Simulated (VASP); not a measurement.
# ZnSe (P4/nmm) in VASP: notebook

The runs below take ZnSe through single point, with PBEsol.

Program: VASP 6.6.1. These are calculated values, not measurements. Logs are shortened: lines on timing, memory, paths and dates and some standing lists are left out, and cuts for length are marked.

### 1 The cell of the first run

The structure is tetragonal, space group P4/nmm (No. 129). The conventional cell has a = 3.897 Å, b = 3.897 Å, c = 5.351 Å, α = 90.00°, β = 90.00°, γ = 90.00°. Zn (site symmetry -4m2) has 4 Se at 2.36 Å and 4 Zn at 2.76 Å within 3.1 Å. Se (site symmetry 4mm) has 4 Zn at 2.36 Å within 3.1 Å.

### 2 Single point, PBEsol (atoms shifted along a free coordinate)

The input, INCAR:

```
PREC = Accurate
ENCUT = 520
EDIFF = 1E-7
ISMEAR = 0
SIGMA = 0.05
LREAL = False
LASPH = True
NELM = 60
ALGO = Normal
ISIF = 2
LWAVE = False
LCHARG = True
GGA = PS
LELF = True
LVHAR = True
NBANDS = 26
```

The input, KPOINTS:

```
Automatic mesh
0
Gamma
  8 8 6
```

The input, POSCAR:

```
ZnSe
1.0
    3.8967330728      0.0000000000      0.0000000000
    0.0000000000      3.8967330728      0.0000000000
    0.0000000000      0.0000000000      5.3509728174
Zn Se
2 2
Direct
    0.0000000000      0.0000000000      0.0000000000
    0.5000000000      0.5000000000      0.0000000000
    0.0000000000      0.5000000000      0.2500800731
    0.5000000000      0.0000000000      0.7499199269
```

Potentials or basis: VASP PAW PBE potentials, release 64 (Zn, Se).

Command:

```
$ cat potpaw_PBE.64/Zn/POTCAR potpaw_PBE.64/Se/POTCAR > POTCAR
$ mpirun -np 1 vasp_std > vasp.out
```

OUTCAR:

```text
PREC = Accurate
   ENCUT = 520
   EDIFF = 1E-7
   ISMEAR = 0
   LREAL = False
   LASPH = True
   NELM = 60
   ISIF = 2
   GGA = PS

 ion  position               nearest neighbor table
   1  0.000  0.000  0.000-   3 2.36   4 2.36   3 2.36   4 2.36   2 2.76   2 2.76   2 2.76   2 2.76

   2  0.500  0.500  0.000-   3 2.36   4 2.36   4 2.36   3 2.36   1 2.76   1 2.76   1 2.76   1 2.76

   3  0.000  0.500  0.250-   1 2.36   2 2.36   1 2.36   2 2.36
   4  0.500  0.000  0.750-   1 2.36   2 2.36   2 2.36   1 2.36

  LATTYP: Found a simple tetragonal cell.
 ALAT       =     3.8967330728
 C/A-ratio  =     1.3731946011

  Lattice vectors:

 A1 = (   3.8967330728,   0.0000000000,   0.0000000000)
 A2 = (   0.0000000000,   3.8967330728,   0.0000000000)
 A3 = (   0.0000000000,   0.0000000000,   5.3509728174)

Analysis of symmetry for initial positions (statically):
=====================================================================
 Subroutine PRICEL returns:
 Original cell was already a primitive cell.

 Routine SETGRP: Setting up the symmetry group for a
 simple tetragonal supercell.

 Subroutine GETGRP returns: Found 16 space group operations
 (whereof  8 operations were pure point group operations)
 out of a pool of 16 trial point group operations.

The static configuration has the point symmetry D_2d.
 The point group associated with its full space group is D_4h.

Analysis of symmetry for dynamics (positions and initial velocities):
=====================================================================
 Subroutine PRICEL returns:
 Original cell was already a primitive cell.

 Routine SETGRP: Setting up the symmetry group for a
 simple tetragonal supercell.

 Subroutine GETGRP returns: Found 16 space group operations
 (whereof  8 operations were pure point group operations)
 out of a pool of 16 trial point group operations.

The dynamic configuration has the point symmetry D_2d.
 The point group associated with its full space group is D_4h.

 Subroutine INISYM returns: Found 16 space group operations
 (whereof  8 operations are pure point group operations),
 and found     1 'primitive' translations

----------------------------------------------------------------------------------------

                                     Primitive cell

  volume of cell :      81.2520

  direct lattice vectors                    reciprocal lattice vectors
     3.896733073  0.000000000  0.000000000     0.256625225  0.000000000  0.000000000
     0.000000000  3.896733073  0.000000000     0.000000000  0.256625225  0.000000000
     0.000000000  0.000000000  5.350972817     0.000000000  0.000000000  0.186881906

  length of vectors
     3.896733073  3.896733073  5.350972817     0.256625225  0.256625225  0.186881906

  position of ions in fractional coordinates (direct lattice)
     0.000000000  0.000000000  0.000000000
     0.500000000  0.500000000  0.000000000
     0.000000000  0.500000000  0.250080073
     0.500000000  0.000000000  0.749919927

  ion indices of the primitive-cell ions
   primitive index   ion index
                 1           1
                 2           2
                 3           3
                 4           4

----------------------------------------------------------------------------------------

 KPOINTS: Automatic mesh

Automatic generation of k-mesh.
 Grid dimensions read from file:
 generate k-points for:    8    8    6

 Generating k-lattice:

  Cartesian coordinates                     Fractional coordinates (reciprocal lattice)
     0.032078153  0.000000000  0.000000000     0.125000000  0.000000000  0.000000000
     0.000000000  0.032078153  0.000000000     0.000000000  0.125000000  0.000000000
     0.000000000  0.000000000  0.031146984     0.000000000  0.000000000  0.166666667

  Length of vectors
     0.032078153  0.032078153  0.031146984

  Shift w.r.t. Gamma in fractional coordinates (k-lattice)
     0.000000000  0.000000000  0.000000000

 Subroutine IBZKPT returns following result:
 ===========================================

 Found     60 irreducible k-points:

 Following reciprocal coordinates:
            Coordinates               Weight
  0.000000  0.000000  0.000000      1.000000
  0.125000  0.000000  0.000000      4.000000
  0.250000  0.000000  0.000000      4.000000
  0.375000  0.000000  0.000000      4.000000
  0.500000  0.000000  0.000000      2.000000
  0.125000  0.125000  0.000000      4.000000
[... 16 lines left out ...]
  0.375000  0.125000  0.166667     16.000000
  0.500000  0.125000  0.166667      8.000000
 [... further k-points ...]
   k-points           NKPTS =     60   k-points in BZ     NKDIM =     60   number of bands    NBANDS=     26
   number of dos      NEDOS =    301   number of ions     NIONS =      4
   total plane-waves  NPLWV =  36000
   dimension x,y,z NGX =    30 NGY =   30 NGZ =   40
   dimension x,y,z NGXF=    60 NGYF=   60 NGZF=   80
   ions per type =               2   2
   NGX,Y,Z   is equivalent  to a cutoff of  12.80, 12.80, 12.43 a.u.
   NGXF,Y,Z  is equivalent  to a cutoff of  25.60, 25.60, 24.85 a.u.
 SYSTEM =  unknown system
   PREC   = accura    normal or accurate (medium, high low for compatibility)
   ISTART =      0    job   : 0-new  1-cont  2-samecut
   ICHARG =      2    charge: 1-file 2-atom 10-const
   ISPIN  =      1    spin polarized calculation?
   LNONCOLLINEAR =      F non collinear calculations
   LSORBIT =      F    spin-orbit coupling
   LASPH  =      T    aspherical Exc in radial PAW
   ENCUT  =  520.0 eV  38.22 Ry    6.18 a.u.   7.25  7.25  9.95*2*pi/ulx,y,z
   NELM   =     60;   NELMIN=  2; NELMDL= -5     # of ELM steps
   EDIFF  = 0.1E-06   stopping-criterion for ELM
   LREAL  =      F    real-space projection
   EDIFFG = 0.1E-05   stopping-criterion for IOM
   NSW    =      0    number of steps for IOM
   IBRION =     -1    ionic relax: 0-MD 1-quasi-New 2-CG
   NFREE  =      0    steps in history (QN), initial steepest desc. (CG)
   ISIF   =      2    stress and relaxation
   ISYM   =      2    0-nonsym 1-usesym 2-fastsym
   POTIM  = 0.5000    time-step for ionic-motion
   TEBEG  =    0.0;   TEEND  =   0.0 temperature during run
   PSTRESS=    0.0 pullay stress
   NELECT =      36.0000    total number of electrons
   NUPDOWN=      -1.0000    fix difference up-down
   EMIN   =  10.00;   EMAX   =-10.00  energy-range for DOS
   EFERMI =   0.00;   METHOD = LEGACY
   ISMEAR =     0;   SIGMA  =   0.05  broadening in eV -4-tet -1-fermi 0-gaus
   EFERMI_NEDOS =   21; number of points for ismear=-14 and -15
   IALGO  =     38    algorithm
   IMIX   =      4    mixing-type and parameters
     AMIX     =   0.40;   BMIX     =  1.00
     AMIX_MAG =   1.60;   BMIX_MAG =  1.00
  volume/ion in A,a.u.               =      20.31       137.08
  Fermi-wavevector in a.u.,A,eV,Ry     =   1.248047  2.358467 21.192728  1.557622
  Thomas-Fermi vector in A             =   2.382152
   LORBIT       =      0    0 simple, 1 ext, 2 COOP (PROOUT), +10 PAW based schemes
   GGA     = PS    functional components
   LHFCALC =     F    Hartree Fock is set to
   AEXX    =    0.0000 exact exchange contribution
   IVDW    =     0    specifies the selected vdW correction
   LEPSILON=     F    determine dielectric tensor
   LRPA    =     F    only Hartree local field effects (RPA)
 non-spin polarized calculation
 Gauss-broadening in eV      SIGMA  =   0.05
  energy-cutoff  :      520.00
  volume of cell :       81.25
 maximum number of plane-waves:      2212
 NGX is ok and might be reduce to    30
   NGX = 15   NGY = 15   NGZ = 19

 number of electron      35.9999992 magnetization

 Free energy of the ion-electron system (eV)
  ---------------------------------------------------
  ext. energy  EPLUGINS =         0.00000000
  ---------------------------------------------------
  free energy    TOTEN  =       -12.32526521 eV

  energy without entropy =      -12.32526521  energy(sigma->0) =      -12.32526521

 E-fermi :   2.8717     XC(G=0):  -9.9510

 val. band max:        2.6703058787   @ k =   0.0000   0.0000   0.0000
 cond. band min:       4.1729134568   @ k =   0.0000   0.0000   0.0000
 fundamental gap:      1.5026075780
 Fermi energy:         2.8717482268

 k-point     1 :       0.0000    0.0000    0.0000
  band No.  band energies     occupation
      1     -11.9584      2.00000
      2     -10.3910      2.00000
      3      -5.1793      2.00000
      4      -5.1307      2.00000
      5      -5.0742      2.00000
      6      -5.0742      2.00000
[... 18 lines left out ...]
     25      13.2697      0.00000
     26      13.2699      0.00000

 k-point     2 :       0.1250    0.0000    0.0000
  band No.  band energies     occupation
      1     -11.8668      2.00000
      2     -10.3976      2.00000
      3      -5.1418      2.00000
      4      -5.1402      2.00000
      5      -5.0547      2.00000
      6      -5.0143      2.00000
[... 18 lines left out ...]
     25      11.7108      0.00000
     26      12.1565      0.00000

 k-point     3 :       0.2500    0.0000    0.0000
  band No.  band energies     occupation
      1     -11.6103      2.00000
      2     -10.4434      2.00000
      3      -5.1120      2.00000
      4      -5.0681      2.00000
      5      -4.9582      2.00000
      6      -4.8954      2.00000
[... 18 lines left out ...]
     25      10.4318      0.00000
     26      11.4051      0.00000

 k-point     4 :       0.3750    0.0000    0.0000
  band No.  band energies     occupation
      1     -11.2465      2.00000
      2     -10.5891      2.00000
      3      -5.0294      2.00000
      4      -4.9415      2.00000
      5      -4.8013      2.00000
      6      -4.7971      2.00000
[... 18 lines left out ...]
     25      10.3028      0.00000
     26      10.8027      0.00000

 k-point     5 :       0.5000    0.0000    0.0000
  band No.  band energies     occupation
      1     -10.8716      2.00000
      2     -10.8716      2.00000
      3      -4.9006      2.00000
      4      -4.9006      2.00000
      5      -4.7465      2.00000
      6      -4.7465      2.00000
[... 18 lines left out ...]
     25      10.2476      0.00000
     26      10.2476      0.00000

 k-point     6 :       0.1250    0.1250    0.0000
  band No.  band energies     occupation
      1     -11.7772      2.00000
      2     -10.3995      2.00000
      3      -5.2131      2.00000
      4      -5.0456      2.00000
      5      -4.9974      2.00000
      6      -4.9940      2.00000
[... 427 lines left out ...]
 k-point    21 :       0.1250    0.1250    0.1667
  band No.  band energies     occupation
      1     -11.7309      2.00000
      2     -10.4624      2.00000
      3      -5.2165      2.00000
      4      -5.0420      2.00000
      5      -5.0028      2.00000
      6      -4.9968      2.00000
[... 18 lines left out ...]
     25      10.0075      0.00000
     26      12.4970      0.00000

 k-point    22 :       0.2500    0.1250    0.1667
  band No.  band energies     occupation
      1     -11.4867      2.00000
      2     -10.4777      2.00000
      3      -5.2436      2.00000
      4      -4.9452      2.00000
      5      -4.9267      2.00000
      6      -4.8676      2.00000
[... 18 lines left out ...]
     25       9.6474      0.00000
     26      12.0971      0.00000

 k-point    23 :       0.3750    0.1250    0.1667
  band No.  band energies     occupation
      1     -11.1469      2.00000
      2     -10.5773      2.00000
      3      -5.1911      2.00000
      4      -4.8490      2.00000
      5      -4.8184      2.00000
      6      -4.7803      2.00000
[... 18 lines left out ...]
     25      10.7947      0.00000
     26      11.5375      0.00000

 k-point    24 :       0.5000    0.1250    0.1667
  band No.  band energies     occupation
      1     -10.8106      2.00000
      2     -10.8106      2.00000
      3      -5.0347      2.00000
      4      -5.0347      2.00000
      5      -4.7256      2.00000
      6      -4.7256      2.00000
[... 18 lines left out ...]
     25      11.3695      0.00000
     26      11.3695      0.00000

 [... further k-points ...]

------------------------ aborting loop because EDIFF is reached ----------------------------------------

  FORCE on cell =-STRESS in cart. coord.  units (eV):
  Direction    XX          YY          ZZ          XY          YZ          ZX
  --------------------------------------------------------------------------------------
  -------------------------------------------------------------------------------------
  Total        6.9909741      6.9909741      6.9233690      0.0000000      0.0000000      0.0000000
  in kB      137.8523627    137.8523627    136.5192838      0.0000000      0.0000000      0.0000000
  external PRESSURE =     137.4080031 kB  Pullay stress =       0.0000000 kB

 VOLUME and BASIS-vectors are now :
 -----------------------------------------------------------------------------
  energy-cutoff  :      520.00
  volume of cell :       81.25
      direct lattice vectors                 reciprocal lattice vectors
     3.896733073  0.000000000  0.000000000     0.256625225  0.000000000  0.000000000
     0.000000000  3.896733073  0.000000000     0.000000000  0.256625225  0.000000000
     0.000000000  0.000000000  5.350972817     0.000000000  0.000000000  0.186881906

 POSITION                                       TOTAL-FORCE (eV/Angst)
 -----------------------------------------------------------------------------------
      0.00000      0.00000      0.00000         0.000000     -0.000000      0.000000
      1.94837      1.94837      0.00000        -0.000000      0.000000      0.000000
      0.00000      1.94837      1.33817        -0.000000      0.000000      2.541465
      1.94837      0.00000      4.01280         0.000000      0.000000     -2.541465
 -----------------------------------------------------------------------------------
    total drift:                                0.000000      0.000000      0.000000

  FREE ENERGIE OF THE ION-ELECTRON SYSTEM (eV)
  ---------------------------------------------------
  free  energy   TOTEN  =       -12.3252652114 eV

  energy  without entropy=      -12.3252652114  energy(sigma->0) =      -12.32526521
```

Wall time 63 s (1 thread of AMD EPYC 9R45 (Zen 5), shared host); peak memory 0.22 GiB.

What came out:

| Quantity | Value |
| --- | --- |
| Free energy | -12.3253 eV |
| Pressure | 13.7 GPa |
| Largest force | 2.541 eV/Å |
| Band gap on the k mesh | 1.50 eV |

Forces on the atoms (eV/Å):
```
Zn   0.000  0.000  0.000
Zn   0.000  0.000  0.000
Se   0.000  0.000  2.541
Se   0.000  0.000 -2.541
```

Stress tensor (GPa, compression positive):
```
13.79  0.00  0.00
 0.00 13.79  0.00
 0.00  0.00 13.65
```

Caveat: the cell differs from its parent crystal (atoms shifted along a free coordinate); the cell stands under pressure; the PAW data sets were made with another functional, which shifts forces and pressure a little.

(Part 1 of 2 ends here.)
